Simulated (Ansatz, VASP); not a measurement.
BP in VASP and in Ansatz

The input INCAR:

```
SYSTEM = BP
  ALGO = Normal
  EDIFF = 1E-6
  ENCUT = 520
  GGA = PE
  ISIF = 2
  ISMEAR = 0
  LASPH = .TRUE.
  LCHARG = .FALSE.
  LREAL = .FALSE.
  LWAVE = .FALSE.
  NBANDS = 11
  NELM = 80
  PREC = Accurate
  SIGMA = 0.05
```

File KPOINTS:

```
k-points
0
G
  10 10 10
  0 0 0
```

Contents of POSCAR:

```
BP
1.0
    0.0028362500      2.2690000000      2.2690000000
    2.2718362500      0.0000000000      2.2718362500
    2.2690000000      2.2690000000      0.0028362500
B P
1 1
Direct
    0.0000000000      0.0000000000      0.0000000000
    0.7500000000      0.7500000000      0.7500000000
```

Input for Ansatz:

```yaml
crystal:
  lattice:
    - [0.00283625, 2.269, 2.269]
    - [2.27183625, 0.0, 2.27183625]
    - [2.269, 2.269, 0.00283625]
  atoms:
    - { symbol: B, position: [0.0, 0.0, 0.0] }
    - { symbol: P, position: [0.75, 0.75, 0.75] }
basis:
  ecutwfc: 420
kpoints:
  mp_grid: { grid: [10, 10, 10] }
hamiltonian:
  xc: pbe
scf:
  occupations: { method: gaussian, width: 0.05 }
output:
  forces: true
  stress: true
  eigenvalues: true
```

Change from the starting cell: strain +0.0025 x Voigt [0, 0, 0, 0, 1, 0], atoms carried along.

Alike in both runs: task single point; functional PBE; k mesh 10 × 10 × 10; occupations gaussian, width 0.05 eV; no spin polarisation.

|  | VASP | Ansatz |
| --- | --- | --- |
| version | VASP 6.6.1 | Ansatz 0.2.0 |
| potentials or method | VASP PAW PBE potentials, release 64 (B, P), cutoff 520 eV | scalar-relativistic, plane waves, PAW |
| valence electrons in the cell | 8 | 8 |

|  | VASP | Ansatz | Ansatz less VASP |
| --- | --- | --- | --- |
| gap on the k mesh at the Fermi level (eV) | 1.24 | 1.24 | +0.004 |
| least direct gap on the mesh (eV) | 3.37 | 3.38 | +0.003 |
| pressure (GPa) | 0.9 | 1.1 | +0.24 |
| traceless stress, the component that is largest in VASP (GPa) | -0.52 | -0.52 | +0.001 |
| rms of the force components (eV/Å) | 0.011 | 0.011 | +0.0001 |

Atom by atom the forces differ by 0.000 eV/Å (rms over components).
